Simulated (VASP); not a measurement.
Write the native input for VASP 6.6.1 that does the following.

```yaml
Task: single point
Functional: PBE
Potentials_or_basis: VASP PAW PBE potentials, release 64 (Cr_pv, O)
Cutoff: 600 eV
k_mesh: 4 × 4 × 4
Occupations: fermi-dirac, width 0.05 eV
Spin: collinear spin, antiferromagnetic start
Starting_moments: "[3.0, -3.0, 3.0, -3.0, 0.0, 0.0, 0.0, 0.0, 0.0, 0.0] μB"
Dipole_correction: no
Further_INCAR_settings: ALGO = Normal; EDIFF = 1e-06; NBANDS = 57
```

The structure of Cr2O3 lies in POSCAR:

```
Cr2O3
1.0
    2.4793500000     -1.4314533899      4.5313333333
    0.0000000000      2.8629067798      4.5313333333
   -2.4793500000     -1.4314533899      4.5313333333
Cr O
4 6
Direct
    0.1525000000      0.1525000000      0.1525000000
    0.3475000000      0.3475000000      0.3475000000
    0.6525000000      0.6525000000      0.6525000000
    0.8475000000      0.8475000000      0.8475000000
    0.5556000000      0.9444000000      0.2500000000
    0.2500000000      0.5556000000      0.9444000000
    0.9444000000      0.2500000000      0.5556000000
    0.4444000000      0.0556000000      0.7500000000
    0.7500000000      0.4444000000      0.0556000000
    0.0556000000      0.7500000000      0.4444000000
```

The input as run:

INCAR

```
SYSTEM = Cr2O3
  ALGO = Normal
  EDIFF = 1E-6
  ENCUT = 600
  GGA = PE
  GGA_COMPAT = .False.
  ISIF = 2
  ISMEAR = -1
  ISPIN = 2
  LASPH = .True.
  LCHARG = .False.
  LMAXMIX = 4
  LORBIT = 11
  LREAL = .False.
  LWAVE = .False.
  MAGMOM = 3 -3 3 -3 0 0 0 0 0 0
  NBANDS = 57
  NELM = 200
  PREC = Accurate
  SIGMA = 0.05
```

KPOINTS

```
k-points
0
Gamma
  4 4 4
  0 0 0
```

Potentials or basis: VASP PAW PBE potentials, release 64 (Cr_pv, O).

Launch:

```console
$ cat potpaw_PBE.64/Cr_pv/POTCAR potpaw_PBE.64/O/POTCAR > POTCAR
$ mpirun -np 1 vasp_std > vasp.out
```

Results of the run:

The pressure is 3.1 GPa, the largest force is 0.272 eV/Å and the band gap on the k mesh is 1.64 eV (least direct gap 1.68 eV). The net moment is 0.00 μB per cell, the site moments are Cr +2.65, -2.65 (each value once); O +0.00 μB and the valence electrons inside the program's atomic spheres are Cr 10.74; O 5.06.

Caveat: the cell stands under pressure.

Wall time 11 min on 1 thread of Intel Xeon 8259CL (shared host), peak memory 0.47 GiB.
